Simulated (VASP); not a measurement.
Crystal: TaSb (rocksalt type).

```
Ta Sb
1.0
     0.00000    2.33694    2.33694
     2.33694    0.00000    2.33694
     2.33694    2.33694    0.00000
Ta Sb
1 1
Direct
  0.00000 0.00000 0.00000
  0.50000 0.50000 0.50000
```

Base run:

| Item | Value |
| --- | --- |
| Program | VASP 6.6.1 |
| Functional | LDA |
| Potentials or basis | VASP PAW LDA potentials, release 64 (Ta_pv, Sb) |
| Cutoff | 520 eV |
| k mesh | 13 × 13 × 13 |
| Occupations | fermi-dirac, width 0.05 eV |
| Spin | no spin polarisation |

Its results: band gap on the k mesh zero (bands 8 and 9 overlap by 2.40 eV); pressure 213.0 GPa.

Question: The run is repeated on the same cell with these changes: functional from LDA to revPBE; potentials or basis from VASP PAW LDA potentials, release 64 (Ta_pv, Sb) to VASP PAW PBE potentials, release 64 (Ta_pv, Sb). What comes out?

Answer: Band gap on the k mesh zero (bands 8 and 9 overlap by 2.40 eV); pressure 234.0 GPa.

Caveats: the cell stands under pressure; spin-orbit coupling is left out, which moves the levels of the heavy elements; the PAW data sets were made with another functional, which shifts forces and pressure a little (at least some runs).
